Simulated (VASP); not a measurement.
BN: single point with LDA

Crystal: BN.

```
CELL_PARAMETERS angstrom
2.36550 0.00000 0.00000
-1.18275 2.04858 0.00000
0.00000 0.00000 6.32534
ATOMIC_POSITIONS crystal
B 0.33333 0.66667 0.25000
B 0.66667 0.33333 0.75000
N 0.33333 0.66667 0.75000
N 0.66667 0.33333 0.25000
```

This cell differs from its parent crystal: volume 7.663 Å^3 an atom, c/a of the conventional cell 2.6740.

```
Program             : VASP 6.6.1
Task                : single point
Functional          : LDA
Potentials or basis : VASP PAW LDA potentials, release 64 (B, N)
Cutoff              : 520 eV
k mesh              : 12 × 12 × 4
Occupations         : gaussian, width 0.05 eV
Spin                : no spin polarisation
```

| Item | Value |
| --- | --- |
| Pressure | 50.2 GPa |
| Band gap on the k mesh | 4.23 eV, indirect (least direct gap 4.75 eV) |

Stress tensor (GPa, compression positive):
```
74.75  0.00  0.00
 0.00 74.75  0.00
 0.00  0.00  0.95
```

Levels at points of the mesh, in eV from the valence-band top:
| k point | band 6 | band 7 | band 8 | band 9 | band 10 | band 11 |
| --- | --- | --- | --- | --- | --- | --- |
| (0.00, 0.00, 0.00) | -1.11 | -1.06 | -1.06 | 5.16 | 11.19 | 12.90 |
| (0.50, 0.00, 0.00) | -4.34 | -1.79 | -0.51 | 4.23 | 6.08 | 11.01 |
| (0.00, 0.00, 0.50) | -1.09 | -1.09 | -1.09 | 8.03 | 8.03 | 12.97 |
| (0.50, 0.00, 0.50) | -4.38 | -1.12 | -1.12 | 4.84 | 4.84 | 11.76 |

Wall time 9.9 s on 1 thread of Intel(R) Xeon(R) 6975P-C (Granite Rapids), with other jobs on the host, peak memory 0.13 GiB.

 A k mesh can miss the band edges.
